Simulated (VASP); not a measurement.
# C (Fd-3m) in VASP: notebook

C is run at these levels: PBE; tasks: G0W0 quasiparticle levels.

All numbers are computed with VASP 6.6.1; they aren't measurements. Logs are shortened: lines on timing, memory, paths and dates and some standing lists are left out, and cuts for length are marked.

## Step 1: The cell of the first run

It takes space group Fd-3m (No. 227, cubic). The conventional cell has a = 3.453 Å, b = 3.453 Å, c = 3.453 Å, α = 90.00°, β = 90.00°, γ = 90.00°. Within 2.0 Å of C (site symmetry -43m) lie 4 C at 1.50 Å.

## Step 2: G0W0 quasiparticle levels, PBE

File POSCAR:

```
C
1.0
    0.0000000000      1.7267204183      1.7267204183
    1.7267204183      0.0000000000      1.7267204183
    1.7267204183      1.7267204183      0.0000000000
C
2
Direct
    0.0000000000      0.0000000000      0.0000000000
    0.2500000000      0.2500000000      0.2500000000
```

File INCAR.step1:

```
  ALGO = Normal
  EDIFF = 1E-8
  ENCUT = 500
  GGA = PE
  ISMEAR = 0
  LASPH = T
  LCHARG = F
  LREAL = F
  LWAVE = T
  NELM = 100
  PREC = Accurate
  SIGMA = 0.01
```

File INCAR.step2:

```
  ALGO = Exact
  EDIFF = 1E-8
  ENCUT = 500
  GGA = PE
  ISMEAR = 0
  ISTART = 1
  LASPH = T
  LCHARG = F
  LOPTICS = T
  LREAL = F
  LWAVE = T
  NBANDS = 46
  NELM = 1
  PREC = Accurate
  SIGMA = 0.01
```

File INCAR.step3:

```
  ALGO = EVGW0
  EDIFF = 1E-8
  ENCUT = 500
  ENCUTGW = 150.0
  GGA = PE
  ISMEAR = 0
  ISTART = 1
  LASPH = T
  LCHARG = F
  LREAL = F
  LWAVE = F
  NBANDS = 46
  NBANDSGW = 12
  NELMGW = 1
  NOMEGA = 48
  PREC = Accurate
  PRECFOCK = Fast
  SIGMA = 0.01
```

File KPOINTS:

```
k-points
0
Gamma
  6 6 6
```

Potentials or basis: VASP PAW PBE potentials, release 64 (C_GW).

The run is started by

```console
$ cat potpaw_PBE.64/C_GW/POTCAR > POTCAR
$ cp INCAR.step1 INCAR
$ mpirun -np 1 vasp_std > vasp.out
$ cp INCAR.step2 INCAR
$ mpirun -np 1 vasp_std > vasp.out
$ cp INCAR.step3 INCAR
$ mpirun -np 1 vasp_std > vasp.out
```

OUTCAR:

```text
EDIFF = 1E-8
   ENCUT = 500
   ENCUTGW = 150.0
   GGA = PE
   ISMEAR = 0
   ISTART = 1
   LASPH = T
   LREAL = F
   NELMGW = 1
   PREC = Accurate
   PRECFOCK = Fast

 ion  position               nearest neighbor table
   1  0.000  0.000  0.000-   2 1.50   2 1.50   2 1.50   2 1.50
   2  0.250  0.250  0.250-   1 1.50   1 1.50   1 1.50   1 1.50

  LATTYP: Found a face centered cubic cell.
 ALAT       =     3.4534408366

  Lattice vectors:

 A1 = (   0.0000000000,   1.7267204183,   1.7267204183)
 A2 = (   1.7267204183,   0.0000000000,   1.7267204183)
 A3 = (   1.7267204183,   1.7267204183,   0.0000000000)

Analysis of symmetry for initial positions (statically):
=====================================================================
 Subroutine PRICEL returns:
 Original cell was already a primitive cell.

 Routine SETGRP: Setting up the symmetry group for a
 face centered cubic supercell.

 Subroutine GETGRP returns: Found 48 space group operations
 (whereof 24 operations were pure point group operations)
 out of a pool of 48 trial point group operations.

The static configuration has the point symmetry T_d .
 The point group associated with its full space group is O_h .

Analysis of symmetry for dynamics (positions and initial velocities):
=====================================================================
 Subroutine PRICEL returns:
 Original cell was already a primitive cell.

 Routine SETGRP: Setting up the symmetry group for a
 face centered cubic supercell.

 Subroutine GETGRP returns: Found 48 space group operations
 (whereof 24 operations were pure point group operations)
 out of a pool of 48 trial point group operations.

The dynamic configuration has the point symmetry T_d .
 The point group associated with its full space group is O_h .

 Subroutine INISYM returns: Found 48 space group operations
 (whereof 24 operations are pure point group operations),
 and found     1 'primitive' translations

----------------------------------------------------------------------------------------

[... 82 lines left out ...]
   NELM   =     60;   NELMIN=  2; NELMDL=  0     # of ELM steps
   EDIFF  = 0.1E-07   stopping-criterion for ELM
   LREAL  =      F    real-space projection
   EDIFFG = 0.1E-06   stopping-criterion for IOM
   NSW    =      0    number of steps for IOM
   IBRION =     -1    ionic relax: 0-MD 1-quasi-New 2-CG
   NFREE  =      0    steps in history (QN), initial steepest desc. (CG)
   ISIF   =      0    stress and relaxation
   ISYM   =      3    0-nonsym 1-usesym 2-fastsym
   POTIM  = 0.5000    time-step for ionic-motion
   TEBEG  =    0.0;   TEEND  =   0.0 temperature during run
   PSTRESS=    0.0 pullay stress
   NELECT =       8.0000    total number of electrons
   NUPDOWN=      -1.0000    fix difference up-down
   EMIN   =  10.00;   EMAX   =-10.00  energy-range for DOS
   EFERMI =   0.00;   METHOD = LEGACY
   ISMEAR =     0;   SIGMA  =   0.01  broadening in eV -4-tet -1-fermi 0-gaus
   EFERMI_NEDOS =   21; number of points for ismear=-14 and -15
   IALGO  =     38    algorithm
   IMIX   =      4    mixing-type and parameters
     AMIX     =   0.40;   BMIX     =  1.00
     AMIX_MAG =   1.60;   BMIX_MAG =  1.00
  volume/ion in A,a.u.               =       5.15        34.74
  Fermi-wavevector in a.u.,A,eV,Ry     =   1.505010  2.844057 30.817958  2.265056
  Thomas-Fermi vector in A             =   2.615915
   LORBIT       =      0    0 simple, 1 ext, 2 COOP (PROOUT), +10 PAW based schemes
   GGA     = PE    functional components
   LHFCALC =     T    Hartree Fock is set to
   PRECFOCK=fast      Normal, Fast or Accurate (Low or Medium for compatibility)
   ENCUT4O =  -1.0   cutoff for four orbital integrals eV
   NKREDX  =     1    reduce k-point grid by
   NKREDY  =     1    reduce k-point grid by
   NKREDZ  =     1    reduce k-point grid by
   AEXX    =    1.0000 exact exchange contribution
   HFSCREEN=    0.0000 screening length (either q_TF or 0.3 A-1)
   HFSCREENC=   0.0000 screening length for correlation (either q_TF or 0.3 A-1)
   ENCUTFOCK=  -1.0 apply spherical cutoff to Coloumb kernel
   IVDW    =     0    specifies the selected vdW correction
   LEPSILON=     F    determine dielectric tensor
   LRPA    =     F    only Hartree local field effects (RPA)
   LRPAFORCE           =     F    calculate RPA forces
   ENCUTGW             = 150.0    cutoff for response function in eV
   ENCUTGWSOFT         = 120.0    soft cutoff for Coulomb kernel in GW response function in eV
   ENCUTLF             =  -1.0    cutoff for local field effects
   NELMGW              =     1    number of iterations in solving QP/BSE equation
   NELMHF              =     1    number of iterations in the inner HF iteration
   NKREDLFX            =     1    NKREDLFY  =   1   NKREDLFZ  =   1
 non-spin polarized calculation
 Gauss-broadening in eV      SIGMA  =   0.01
  energy-cutoff  :      500.00
  volume of cell :       10.30
 maximum number of plane-waves:       274
 NGX is ok and might be reduce to    18
  NGX = 12; NGY = 12; NGZ = 12
   NGX =  9   NGY =  9   NGZ =  9
 maximum number of plane-waves:        51

 QP shifts <psi_nk| G(iteration)W_0 |psi_nk>: iteration 1
 for sc-GW calculations column KS-energies equals QP-energies in previous step
 and V_xc(KS)=  KS-energies - (<T + V_ion + V_H > + <T+V_H+V_ion>^1  + <V_x>^1)

 k-point   1 :       0.0000    0.0000    0.0000
  band No.  KS-energies  QP-energies   sigma(KS)   V_xc(KS)     V^pw_x(r,r')   Z            occupation Imag(sigma)

      1     -11.6000     -13.2865     -17.3146     -15.0976     -26.0537       0.7607       2.0000       1.5058
      2      11.2200      10.7227     -17.7606     -17.1631     -19.6508       0.8322       2.0000       0.0788
      3      11.2200      10.7227     -17.7606     -17.1631     -19.6508       0.8322       2.0000       0.0788
      4      11.2200      10.7227     -17.7606     -17.1631     -19.6508       0.8322       2.0000       0.0788
      5      17.0801      18.3259     -14.3479     -15.8494      -9.5910       0.8297       0.0000      -0.1121
      6      17.0801      18.3259     -14.3479     -15.8494      -9.5910       0.8297       0.0000      -0.1121
      7      17.0801      18.3259     -14.3479     -15.8494      -9.5910       0.8297       0.0000      -0.1121
      8      26.8314      27.9999     -14.9633     -16.4685      -7.4863       0.7763       0.0000      -0.3159
      9      31.8086      32.3316     -11.7361     -12.3794      -4.5457       0.8129       0.0000      -0.4396
     10      38.8516      40.1120     -12.8747     -14.3827      -6.2002       0.8358       0.0000      -0.6011
     11      38.8516      40.1120     -12.8747     -14.3827      -6.2002       0.8358       0.0000      -0.6011
     12      39.8769      40.5657     -11.1573     -11.9931      -3.4668       0.8241       0.0000      -0.9954
[... 228 lines left out ...]
      1      -1.6157      -2.9824     -17.8891     -16.1074     -23.8585       0.7671       2.0000       0.4187
      2      -1.6157      -2.9824     -17.8891     -16.1074     -23.8585       0.7671       2.0000       0.4187
      3       2.6225       1.5207     -16.8535     -15.4732     -20.8769       0.7982       2.0000       0.1921
      4       2.6225       1.5207     -16.8535     -15.4732     -20.8769       0.7982       2.0000       0.1921
      5      19.8881      20.8690     -13.3162     -14.4994      -7.8233       0.8290       0.0000      -0.1444
      6      19.8881      20.8690     -13.3162     -14.4994      -7.8233       0.8290       0.0000      -0.1444
      7      27.0430      28.6151     -14.5349     -16.5437      -7.0612       0.7826       0.0000      -0.3231
      8      27.0430      28.6151     -14.5349     -16.5437      -7.0612       0.7826       0.0000      -0.3231
      9      34.5314      35.9897     -13.9150     -15.7632      -5.6508       0.7890       0.0000      -0.6599
     10      34.5314      35.9897     -13.9150     -15.7632      -5.6508       0.7890       0.0000      -0.6599
     11      43.5592      44.7178     -12.4927     -13.9157      -4.4345       0.8142       0.0000      -1.1121
     12      43.5592      44.7178     -12.4927     -13.9157      -4.4345       0.8142       0.0000      -1.1121
```

OUTCAR.step2:

```text
EDIFF = 1E-8
   ENCUT = 500
   GGA = PE
   ISMEAR = 0
[... 851 lines left out ...]
  --------------------------------------------------------------------------------------------------------------
     0.00000     6.13386     6.13386     6.13386    -0.00000    -0.00000     0.00000
     1.86261     6.29914     6.29914     6.29914    -0.00000    -0.00000     0.00000
     3.72521     6.93803     6.93803     6.93803    -0.00000    -0.00000     0.00000
     5.58782    11.18472    11.18472    11.18472    -0.00000    -0.00000     0.00000
     7.45043    10.89141    10.89141    10.89141    -0.00000    -0.00000     0.00000
     9.31304     7.39533     7.39533     7.39533    -0.00000    -0.00000     0.00000
[... 92 lines left out ...]
   182.53549     0.96657     0.96657     0.96657     0.00000     0.00000    -0.00000
   184.39809     0.96728     0.96728     0.96728     0.00000     0.00000    -0.00000
```

Wall time 86 s (1 thread of Intel Xeon 8259CL, shared host); peak memory 0.19 GiB.

What came out:

| Property | Result |
| --- | --- |
| Band gap on the k mesh, mean-field level | 4.38 eV, indirect (least direct gap 5.86 eV) |
| Quasiparticle gap | 5.69 eV |
| Least direct quasiparticle gap | 7.60 eV |

Levels at points of the mesh, in eV from the valence-band top:
| k point | band 1 | band 2 | band 3 | band 4 | band 5 | band 6 | band 7 | band 8 |
| --- | --- | --- | --- | --- | --- | --- | --- | --- |
| (0.00, 0.00, 0.00) | -22.82 | 0.00 | 0.00 | 0.00 | 5.86 | 5.86 | 5.86 | 15.61 |
| (0.50, 0.00, 0.00) | -16.47 | -14.50 | -3.06 | -3.06 | 8.87 | 8.87 | 10.20 | 16.58 |
| (0.50, 0.50, 0.00) | -13.48 | -13.48 | -6.91 | -6.91 | 4.96 | 4.96 | 18.34 | 18.34 |

Caveat: the k points lie up to 0.53 Å⁻¹ apart; the cutoff is under 1.25 times the usual one of these potentials, so pressure, stress and relaxed cells hold a basis-set (Pulay) error; bands, screening cutoff and mesh are small and nothing is extrapolated, so the quasiparticle values aren't converged. A k mesh can miss the band edges.

## Step 3: G0W0 quasiparticle levels, PBE

This run uses another cell than the first one, of 4.99 Å³/atom, 0.969 times its volume.

File POSCAR:

```
C
1.0
    0.0000000000      1.7089191768      1.7089191768
    1.7089191768      0.0000000000      1.7089191768
    1.7089191768      1.7089191768      0.0000000000
C
2
Direct
    0.0000000000      0.0000000000      0.0000000000
    0.2500000000      0.2500000000      0.2500000000
```

File INCAR.step1:

```
ALGO = Normal
EDIFF = 1E-8
ENCUT = 500
GGA = PE
ISMEAR = 0
LASPH = T
LCHARG = F
LREAL = F
LWAVE = T
NELM = 80
PREC = Accurate
SIGMA = 0.01
```

File INCAR.step2:

```
ALGO = Exact
EDIFF = 1E-8
ENCUT = 500
GGA = PE
ISMEAR = 0
ISTART = 1
LASPH = T
LCHARG = F
LOPTICS = T
LREAL = F
LWAVE = T
NBANDS = 45
NELM = 1
PREC = Accurate
SIGMA = 0.01
```

File INCAR.step3:

```
ALGO = EVGW0
EDIFF = 1E-8
ENCUT = 500
ENCUTGW = 150.0
GGA = PE
ISMEAR = 0
ISTART = 1
LASPH = T
LCHARG = F
LREAL = F
LWAVE = F
NBANDS = 45
NBANDSGW = 12
NELMGW = 1
NOMEGA = 48
PREC = Accurate
PRECFOCK = Fast
SIGMA = 0.01
```

KPOINTS is that of step 2.

Potentials or basis: VASP PAW PBE potentials, release 64 (C_GW).

The run is started by

```console
$ cat potpaw_PBE.64/C_GW/POTCAR > POTCAR
$ cp INCAR.step1 INCAR
$ mpirun -np 1 vasp_std > vasp.out
$ cp INCAR.step2 INCAR
$ mpirun -np 1 vasp_std > vasp.out
$ cp INCAR.step3 INCAR
$ mpirun -np 1 vasp_std > vasp.out
```

OUTCAR:

```text
EDIFF = 1E-8
   ENCUT = 500
   ENCUTGW = 150.0
   GGA = PE
   ISMEAR = 0
   ISTART = 1
   LASPH = T
   LREAL = F
   NELMGW = 1
   PREC = Accurate
   PRECFOCK = Fast

 ion  position               nearest neighbor table
   1  0.000  0.000  0.000-   2 1.48   2 1.48   2 1.48   2 1.48
   2  0.250  0.250  0.250-   1 1.48   1 1.48   1 1.48   1 1.48
[... 193 lines left out ...]
      2      11.7100      11.2179     -17.8744     -17.2845     -19.7999       0.8342       2.0000       0.0793
      3      11.7100      11.2179     -17.8744     -17.2845     -19.7999       0.8342       2.0000       0.0793
      4      11.7100      11.2179     -17.8744     -17.2845     -19.7999       0.8342       2.0000       0.0793
      5      17.6564      18.9238     -14.4368     -15.9601      -9.6832       0.8320       0.0000      -0.1125
      6      17.6564      18.9238     -14.4368     -15.9601      -9.6832       0.8320       0.0000      -0.1125
      7      17.6564      18.9238     -14.4368     -15.9601      -9.6832       0.8320       0.0000      -0.1125
      8      28.0839      29.2700     -14.9679     -16.4894      -7.3911       0.7795       0.0000      -0.3364
      9      32.7369      33.2958     -11.8615     -12.5482      -4.6162       0.8138       0.0000      -0.4481
     10      39.7060      41.0022     -12.9982     -14.5463      -6.2973       0.8373       0.0000      -0.6021
     11      39.7060      41.0022     -12.9982     -14.5463      -6.2973       0.8373       0.0000      -0.6021
     12      40.7371      41.5698     -11.1588     -12.1512      -3.5346       0.8391       0.0000      -1.0722
[... 228 lines left out ...]
      1      -1.3345      -2.7205     -18.0136     -16.2135     -24.0184       0.7699       2.0000       0.4173
      2      -1.3345      -2.7205     -18.0136     -16.2135     -24.0184       0.7699       2.0000       0.4173
      3       2.8469       1.7303     -16.9915     -15.5959     -21.0846       0.8000       2.0000       0.1953
      4       2.8469       1.7303     -16.9915     -15.5959     -21.0846       0.8000       2.0000       0.1953
      5      20.5181      21.5156     -13.3951     -14.5949      -7.8960       0.8313       0.0000      -0.1448
      6      20.5181      21.5156     -13.3951     -14.5949      -7.8960       0.8313       0.0000      -0.1448
      7      27.9748      29.5816     -14.5984     -16.6449      -7.0956       0.7852       0.0000      -0.3300
      8      27.9748      29.5816     -14.5984     -16.6449      -7.0956       0.7852       0.0000      -0.3300
      9      35.5679      37.0798     -14.0089     -15.9213      -5.7023       0.7906       0.0000      -0.6702
     10      35.5679      37.0798     -14.0089     -15.9213      -5.7023       0.7906       0.0000      -0.6702
     11      44.6068      45.8168     -12.6054     -14.0877      -4.4932       0.8163       0.0000      -1.1272
     12      44.6068      45.8168     -12.6054     -14.0877      -4.4932       0.8163       0.0000      -1.1272
```

OUTCAR.step2:

```text
EDIFF = 1E-8
   ENCUT = 500
   GGA = PE
   ISMEAR = 0
[... 851 lines left out ...]
  --------------------------------------------------------------------------------------------------------------
     0.00000     6.09914     6.09914     6.09914    -0.00000    -0.00000     0.00000
     1.89907     6.26370     6.26370     6.26370    -0.00000    -0.00000     0.00000
     3.79813     6.90259     6.90259     6.90259    -0.00000    -0.00000     0.00000
     5.69720    11.44085    11.44085    11.44085    -0.00000    -0.00000     0.00000
     7.59626    10.72185    10.72185    10.72185    -0.00000    -0.00000     0.00000
     9.49533     9.57729     9.57729     9.57729    -0.00000    -0.00000     0.00000
[... 92 lines left out ...]
   186.10840     0.96688     0.96688     0.96688     0.00000     0.00000    -0.00000
   188.00746     0.96758     0.96758     0.96758     0.00000     0.00000    -0.00000
```

Run time: 25 s. Hardware: 1 thread of Intel Xeon 6975P-C (Granite Rapids), shared host; peak memory 0.18 GiB.

What came out:

| Quantity | Value |
| --- | --- |
| Band gap on the k mesh, mean-field level | 4.46 eV, indirect (least direct gap 5.95 eV) |
| Quasiparticle gap | 5.77 eV |
| Least direct quasiparticle gap | 7.71 eV |

Caveat: the k points lie up to 0.53 Å⁻¹ apart; the cutoff is under 1.25 times the usual one of these potentials, so pressure, stress and relaxed cells hold a basis-set (Pulay) error; bands, screening cutoff and mesh are small and nothing is extrapolated, so the quasiparticle values aren't converged.

(Continued in part 2 of 2.)
